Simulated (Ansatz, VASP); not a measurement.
One calculation of Ir, two programs

INCAR

```
SYSTEM = Ir
PREC     = Accurate       ! precision mode
ENCUT    = 600            ! plane-wave cutoff, eV
EDIFF    = 1E-6           ! SCF threshold, eV
ISMEAR   = 0              ! smearing method
SIGMA    = 0.1            ! smearing width, eV
LREAL    = .FALSE.        ! projectors in reciprocal space
LASPH    = .TRUE.         ! aspherical terms in the spheres
NELM     = 60             ! most SCF steps
ALGO     = Normal         ! electronic algorithm
ISIF     = 3              ! what is computed and relaxed
LWAVE    = .FALSE.        ! write WAVECAR
LCHARG   = .FALSE.        ! write CHGCAR
GGA      = PE             ! functional
IBRION   = 2              ! ionic algorithm
NSW      = 90             ! ionic steps
EDIFFG   = -0.04          ! ionic threshold
```

Contents of KPOINTS:

```
regular mesh
0
G
  9 9 9
  0 0 0
```

POSCAR

```
Ir
1.0
    1.3562645597      0.7830397086      4.7593728821
   -1.3562645597      0.7830397086      4.7593728821
    0.0000000000     -1.5660794172      4.7593728821
Ir
2
Direct
    0.0892826921      0.0892826921      0.0892826921
    0.9107173079      0.9107173079      0.9107173079
```

Input for Ansatz:

```yaml
crystal:
  lattice:
    - [1.3562645597, 0.7830397086, 4.7593728821]
    - [-1.3562645597, 0.7830397086, 4.7593728821]
    - [0.0, -1.5660794172, 4.7593728821]
  atoms:
    - { symbol: Ir, position: [0.0892826921, 0.0892826921, 0.0892826921] }
    - { symbol: Ir, position: [0.9107173079, 0.9107173079, 0.9107173079] }
basis:
  ecutwfc: 420
kpoints:
  mp_grid: { grid: [9, 9, 9] }
hamiltonian:
  xc: pbe
scf:
  occupations: { method: gaussian, width: 0.1 }
  lower_state_search: "off"
output:
  forces: true
  stress: true
  eigenvalues: true
relax:
  adjacent_minimum: "off"
  f_tol: 0.04
  max_steps: 70
  cell: { stress_tol: 0.4 }
```

Alike in both runs: task relaxation of cell and atoms; functional PBE; k mesh 9 × 9 × 9; occupations gaussian, width 0.1 eV; no spin polarisation.

|  | VASP | Ansatz |
| --- | --- | --- |
| version | VASP 6.6.1 | Ansatz 0.2.0 |
| potentials or method | VASP PAW PBE potentials, release 64 (Ir), cutoff 600 eV | scalar-relativistic, plane waves, PAW |
| valence electrons in the cell | 18 | 34 |

Ansatz gave:

| Quantity | Value |
| --- | --- |
| gap on the k mesh at the Fermi level, each at its own relaxed structure (eV) | none |
| relaxed volume (Å³/atom) | 15.12 |
| relaxed cell length with the largest relative difference (Å) | 5.025 |

Which values does VASP return?

gap on the k mesh at the Fermi level, each at its own relaxed structure (eV): none; relaxed volume (Å³/atom): 15.14; relaxed cell length with the largest relative difference (Å): 5.027.

A gap of «none» marks a metal or a gap that the smearing closes. VASP's potentials hold 18 valence electrons a cell and Ansatz's 34, so a difference there can come from the potentials and not from the codes.

Neither program's run includes spin-orbit coupling.
